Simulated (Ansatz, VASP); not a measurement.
# One calculation of C, two programs

```
C
1.0
    -2.46466    0.00000    0.00000
     0.00000    0.00000   -3.57197
     0.00000   -4.26892    0.00000
C
4
Cartesian
  -1.2323 -0.7715 0.0000
  0.0000 -2.8579 0.0000
  0.0000 -1.3630 0.0000
  -1.2323 -3.5454 0.0000
```

Change from the starting cell: mode 8 frozen in at -0.024 Å and mode 12 at -0.036 Å (largest displacements).

Alike in both runs: task single point; functional PBE; dispersion D3(BJ); k mesh 18 × 12 × 10; occupations gaussian, width 0.15 eV; no spin polarisation.

|  | VASP | Ansatz |
| --- | --- | --- |
| version | VASP 6.6.1 | Ansatz 0.2.0 |
| potentials or method | VASP PAW PBE potentials, release 64 (C), cutoff 520 eV | scalar-relativistic, plane waves, PAW |
| valence electrons in the cell | 16 | 16 |

```csv
,VASP,Ansatz,Ansatz less VASP
gap on the k mesh at the Fermi level (eV),none,none,-
pressure (GPa),2.8,2.4,-0.37
"traceless stress, the component that is largest in VASP (GPa)",8.83,8.49,-0.344
rms of the force components (eV/Å),2.322,2.322,+0.0003
```

Atom by atom the forces differ by 0.006 eV/Å (rms over components). A gap of «none» marks a metal or a gap that the smearing closes.
